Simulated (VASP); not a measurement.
# Si (a cell with a defect) in VASP: further runs, part 3 of 3

VASP 6.6.1. Earlier steps stand in the parts before.

### 4 Single point, PBE+D3(BJ)

INCAR reads:

```
PREC = Accurate
ENCUT = 520
EDIFF = 1E-6
ISMEAR = -1
SIGMA = 0.02
LREAL = Auto
LASPH = True
NELM = 60
ALGO = Normal
ISIF = 2
LWAVE = False
LCHARG = False
GGA = PE
IVDW = 12
NBANDS = 163
NELECT = 250.0
```

KPOINTS reads:

```
Automatic mesh
0
Gamma
  1 1 1
```

POSCAR reads:

```
Si
1.0
   10.8600000000      0.0000000000      0.0000000000
    0.0000000000     10.8600000000      0.0000000000
    0.0000000000      0.0000000000     10.8600000000
Si
63
Direct
    0.5006764273      0.0002077348      0.0000475138
    0.6248402394      0.1253731123      0.1251989871
    0.7506977901      0.2494704420      0.0016490792
    0.8748143646      0.3753322284      0.1252041436
    0.7505863720      0.0017854512      0.2493758748
    0.8747862799      0.1253273481      0.3751374770
    0.0007268877     -0.0004183241     -0.0005065378
    0.1270064457      0.1237347145      0.1235878453
    0.2497688766      0.2511312155      0.0000486188
    0.3748757827      0.3753821363      0.1251817680
    0.4991534991      0.5010797422      0.0016567219
    0.6248666667      0.6252414365      0.1252507366
    0.7491191529      0.7503490792      0.0001656538
    0.8765417127      0.8732947514      0.1235521179
    0.2498039595      0.0001583794      0.2509241252
    0.3749496317      0.1253364641      0.3750849908
    0.5000021179      0.2505206262      0.2503013812
    0.6248569982      0.3752313996      0.3752088398
    0.7496765193      0.5000956722      0.2503763352
    0.8748761510      0.6252098527      0.3751512891
    0.4992136280      0.0018593923      0.5008526703
    0.6250069982      0.1253411602      0.6251413444
    0.7497936464      0.2505070902      0.5000484346
    0.8748777164      0.3753867403      0.6252046041
    0.7491255064      0.0001281768      0.7503096685
    0.8765750460      0.1236222836      0.8730704420
   -0.0000518416      0.4995494475      0.0000841621
    0.1228382136      0.6268822284      0.1235593923
    0.2493622468      0.7509119705     -0.0004261510
    0.3733906998      0.8774004604      0.1236104052
   -0.0016527624      0.2495064457      0.2493691529
    0.1248554328      0.3752151934      0.3751879374
    0.2513010129      0.5010435543      0.2494469613
    0.3748283610      0.6252720074      0.3751827808
    0.4990414365      0.7487627072      0.2493976980
    0.6248532228      0.8752441068      0.3750801105
   -0.0000337017      0.0002194291      0.4993327808
    0.1227514733      0.1238422652      0.6266231123
    0.2514905157      0.2495836096      0.5009170350
    0.3750277164      0.3754342541      0.6250725599
    0.5001186004      0.5002359116      0.4999639963
    0.6249476980      0.6253425414      0.6251608656
    0.7506904236      0.7488222836      0.5008660221
    0.8763969613      0.8774322284      0.6266407919
    0.2494255064     -0.0000440147      0.7505224678
    0.3733768877      0.1237921731      0.8772236648
    0.4991838858      0.2495809392      0.7485945672
    0.6248717311      0.3752639963      0.8751887661
    0.7506028545      0.5010718232      0.7487345304
    0.8764063536      0.6268473297      0.8772368324
   -0.0000486188      0.7503418048      0.2509440147
    0.1248531308      0.8752581952      0.3751328729
   -0.0015805709      0.5010733886      0.5009505525
    0.1269411602      0.6268918969      0.6267477901
    0.2497279926      0.7504234807      0.4993899632
    0.3733491713      0.8732493554      0.6266630755
    0.0000025783      0.2511443831      0.7502983425
    0.1249070902      0.3753801105      0.8751563536
    0.2498486188      0.4995866483      0.7502365562
    0.3733495396      0.6268570902      0.8731139963
    0.5006613260      0.7504125230      0.7502718232
    0.6248988950      0.8752328729      0.8752200737
    0.0003226519      0.7508637201      0.7507067219
```

Started as:

```
$ cat potpaw_PBE.64/Si/POTCAR > POTCAR
$ mpirun -np 1 vasp_gam > vasp.out
```

Run time: 4.7 min. Hardware: 1 thread of AMD EPYC 9R45 (Zen 5), shared host; peak memory 0.95 GiB.

The run converged. Its results:

```
Free energy                : -364.4325 eV
Largest force              : 0.012 eV/Å
Dispersion energy per atom : -0.317 eV
```

Forces on the atoms (eV/Å):
```
Si  -0.001  0.007  0.001
Si   0.004 -0.005 -0.004
Si   0.002 -0.001 -0.002
Si   0.004 -0.006 -0.004
Si   0.005  0.000 -0.005
Si   0.005 -0.003 -0.001
Si  -0.007  0.005 -0.001
Si   0.003  0.002  0.003
Si   0.005 -0.006  0.002
Si   0.001 -0.005 -0.001
Si  -0.003  0.000  0.004
Si   0.002  0.000 -0.001
Si   0.005  0.005 -0.001
Si  -0.006 -0.008  0.006
Si  -0.001  0.006 -0.001
Si  -0.003 -0.004  0.005
Si  -0.002  0.000 -0.004
Si   0.004  0.004 -0.003
Si   0.001  0.004  0.001
Si  -0.002  0.001  0.000
Si  -0.004 -0.001  0.006
Si  -0.005 -0.005  0.001
Si   0.001  0.001  0.003
Si  -0.001 -0.006 -0.003
Si   0.002  0.007 -0.001
Si  -0.004  0.007  0.001
Si   0.001  0.001  0.001
Si  -0.003  0.001  0.007
Si   0.000 -0.002  0.007
Si  -0.005  0.001 -0.001
Si   0.000 -0.002 -0.002
Si   0.001  0.002 -0.002
Si   0.002  0.002 -0.005
Si   0.003 -0.002 -0.002
Si   0.000 -0.002 -0.002
Si   0.003  0.000  0.003
Si  -0.001  0.006  0.000
Si   0.001  0.004  0.001
Si  -0.001 -0.002  0.000
Si  -0.006 -0.010  0.004
Si   0.000  0.011  0.003
Si  -0.002 -0.004 -0.004
Si  -0.001 -0.004  0.002
Si   0.002 -0.002  0.004
Si   0.002  0.001  0.001
Si  -0.002  0.006  0.001
Si  -0.004 -0.003  0.001
Si   0.005 -0.002 -0.001
Si   0.002  0.001 -0.005
Si  -0.003  0.002  0.006
Si   0.000  0.004 -0.009
Si   0.001  0.002 -0.001
Si  -0.002  0.000  0.002
Si   0.002  0.000  0.000
Si   0.003  0.000  0.005
Si   0.004  0.000 -0.001
Si  -0.003 -0.008 -0.003
Si   0.000 -0.003 -0.001
Si  -0.004 -0.002  0.002
Si   0.003  0.003 -0.005
Si  -0.004  0.002 -0.001
Si   0.001  0.000 -0.002
Si   0.000 -0.001 -0.006
```

Levels at points of the mesh, in eV from the Fermi level:
| k point | band 123 | band 124 | band 125 | band 126 | band 127 | band 128 |
| --- | --- | --- | --- | --- | --- | --- |
| (0.00, 0.00, 0.00) | -0.45 | -0.45 | -0.45 | 0.44 | 0.44 | 0.45 |

Caveat: the k points lie up to 0.58 Å⁻¹ apart; the cell carries a net charge on a neutralising background, which shifts energy and pressure; the cell is charged against a uniform background, so pressure and absolute levels hang on convention.

### 5 Single point, PBE+D3(BJ)

INCAR reads:

```
SYSTEM = Si
ALGO     = Normal         ! electronic algorithm
EDIFF    = 1E-7           ! SCF threshold, eV
ENCUT    = 520            ! plane-wave cutoff, eV
GGA      = PE             ! functional
ISIF     = 2              ! what is computed and relaxed
ISMEAR   = -1             ! smearing method
IVDW     = 12             ! dispersion correction
LASPH    = .TRUE.         ! aspherical terms in the spheres
LCHARG   = .FALSE.        ! write CHGCAR
LREAL    = Auto         
LWAVE    = .FALSE.        ! write WAVECAR
NBANDS   = 163            ! bands
NELECT   = 250.0        
NELM     = 100            ! most SCF steps
PREC     = Accurate       ! precision mode
SIGMA    = 0.02           ! smearing width, eV
```

KPOINTS reads:

```
k-points
0
G
  1 1 1
  0 0 0
```

POSCAR reads:

```
Si
1.0
   10.8600000000      0.0000000000      0.0000000000
    0.0000000000     10.8600000000      0.0000000000
    0.0000000000      0.0000000000     10.8600000000
Si
63
Direct
    0.5000000000      0.0000000000      0.0000000000
    0.6242192449      0.1249463168      0.1249463168
    0.7515016575      0.2484983425      0.0020988950
    0.8750536832      0.3757807551      0.1249463168
    0.7515016575      0.0020988950      0.2484983425
    0.8750536832      0.1249463168      0.3757807551
    0.1244860958     -0.1244860958     -0.1244860958
    0.1244860958      0.1244860958      0.1244860958
    0.2484983425      0.2484983425     -0.0020988950
    0.3742173112      0.3742173112      0.1265555249
    0.5000000000      0.5000000000      0.0000000000
    0.6257826888      0.6257826888      0.1265555249
    0.7515016575      0.7515016575     -0.0020988950
    0.8755139042      0.8755139042      0.1244860958
    0.2484983425     -0.0020988950      0.2484983425
    0.3742173112      0.1265555249      0.3742173112
    0.5000156538      0.2500561694      0.2500561694
    0.6248336096      0.3751663904      0.3751663904
    0.7499438306      0.4999843462      0.2500561694
    0.8734444751      0.6257826888      0.3742173112
    0.5000000000      0.0000000000      0.5000000000
    0.6257826888      0.1265555249      0.6257826888
    0.7499438306      0.2500561694      0.4999843462
    0.8734444751      0.3742173112      0.6257826888
    0.7515016575     -0.0020988950      0.7515016575
    0.8755139042      0.1244860958      0.8755139042
    0.0000000000      0.5000000000      0.0000000000
    0.1249463168      0.6242192449      0.1249463168
    0.2484983425      0.7515016575      0.0020988950
    0.3757807551      0.8750536832      0.1249463168
   -0.0020988950      0.2484983425      0.2484983425
    0.1265555249      0.3742173112      0.3742173112
    0.2500561694      0.5000156538      0.2500561694
    0.3751663904      0.6248336096      0.3751663904
    0.4999843462      0.7499438306      0.2500561694
    0.6257826888      0.8734444751      0.3742173112
    0.0000000000      0.0000000000      0.5000000000
    0.1249463168      0.1249463168      0.6242192449
    0.2500561694      0.2500561694      0.5000156538
    0.3751663904      0.3751663904      0.6248336096
    0.5000000000      0.5000000000      0.5000000000
    0.6248336096      0.6248336096      0.6248336096
    0.7499438306      0.7499438306      0.5000156538
    0.8750536832      0.8750536832      0.6242192449
    0.2484983425      0.0020988950      0.7515016575
    0.3757807551      0.1249463168      0.8750536832
    0.4999843462      0.2500561694      0.7499438306
    0.6257826888      0.3742173112      0.8734444751
    0.7499438306      0.5000156538      0.7499438306
    0.8750536832      0.6242192449      0.8750536832
    0.0020988950      0.7515016575      0.2484983425
    0.1249463168      0.8750536832      0.3757807551
    0.0000000000      0.5000000000      0.5000000000
    0.1265555249      0.6257826888      0.6257826888
    0.2500561694      0.7499438306      0.4999843462
    0.3742173112      0.8734444751      0.6257826888
    0.0020988950      0.2484983425      0.7515016575
    0.1249463168      0.3757807551      0.8750536832
    0.2500561694      0.4999843462      0.7499438306
    0.3742173112      0.6257826888      0.8734444751
    0.5000156538      0.7499438306      0.7499438306
    0.6242192449      0.8750536832      0.8750536832
   -0.0020988950      0.7515016575      0.7515016575
```

Started as:

```
$ cat potpaw_PBE.64/Si/POTCAR > POTCAR
$ mpirun -np 1 vasp_gam > vasp.out
```

Run time: 13 min. Hardware: 1 thread of Intel Xeon 8259CL, shared host; peak memory 0.99 GiB.

The run converged. Its results:

```yaml
Free_energy: -364.4314 eV
Largest_force: 0.007 eV/Å
Dispersion_energy_per_atom: -0.317 eV
```

Forces in eV/Å, atoms in the order of the input:
```
Si   0.000  0.000  0.000
Si   0.002 -0.004 -0.004
Si   0.004 -0.004  0.001
Si   0.004 -0.002 -0.004
Si   0.004  0.001 -0.004
Si   0.004 -0.004 -0.002
Si   0.004 -0.004 -0.004
Si   0.004  0.004  0.004
Si  -0.004 -0.004 -0.001
Si   0.003  0.003 -0.003
Si   0.000  0.000  0.000
Si  -0.003 -0.003 -0.003
Si   0.004  0.004 -0.001
Si  -0.004 -0.004  0.004
Si  -0.004 -0.001 -0.004
Si   0.003 -0.003  0.003
Si  -0.001  0.004  0.004
Si   0.002 -0.002 -0.002
Si  -0.004  0.001  0.004
Si   0.003 -0.003  0.003
Si   0.000  0.000  0.000
Si  -0.003 -0.003 -0.003
Si  -0.004  0.004  0.001
Si   0.003  0.003 -0.003
Si   0.004 -0.001  0.004
Si  -0.004  0.004 -0.004
Si   0.000  0.000  0.000
Si  -0.004  0.002 -0.004
Si  -0.004  0.004  0.001
Si  -0.002  0.004 -0.004
Si  -0.001 -0.004 -0.004
Si  -0.003  0.003  0.003
Si   0.004 -0.001  0.004
Si  -0.002  0.002 -0.002
Si   0.001 -0.004  0.004
Si  -0.003  0.003  0.003
Si   0.000  0.000  0.000
Si  -0.004 -0.004  0.002
Si   0.004  0.004 -0.001
Si  -0.002 -0.002  0.002
Si   0.000  0.000  0.000
Si   0.002  0.002  0.002
Si  -0.004 -0.004 -0.001
Si   0.004  0.004  0.002
Si  -0.004  0.001  0.004
Si  -0.002 -0.004  0.004
Si   0.001  0.004 -0.004
Si  -0.003  0.003  0.003
Si  -0.004 -0.001 -0.004
Si   0.004  0.002  0.004
Si   0.001  0.004 -0.004
Si  -0.004  0.004 -0.002
Si   0.000  0.000  0.000
Si  -0.003 -0.003 -0.003
Si   0.004 -0.004  0.001
Si   0.003  0.003 -0.003
Si   0.001 -0.004  0.004
Si  -0.004 -0.002  0.004
Si   0.004  0.001 -0.004
Si   0.003 -0.003  0.003
Si  -0.001 -0.004 -0.004
Si   0.002  0.004  0.004
Si  -0.001  0.004  0.004
```

Levels at points of the mesh, in eV from the Fermi level:
| k point | band 122 | band 123 | band 124 | band 125 | band 126 | band 127 | band 128 | band 129 |
| --- | --- | --- | --- | --- | --- | --- | --- | --- |
| (0.00, 0.00, 0.00) | -1.33 | -0.44 | -0.44 | -0.44 | 0.45 | 0.45 | 0.45 | 0.66 |

Caveat: the k points lie up to 0.58 Å⁻¹ apart; the cell carries a net charge on a neutralising background, which shifts energy and pressure; the cell is charged against a uniform background, so pressure and absolute levels hang on convention.
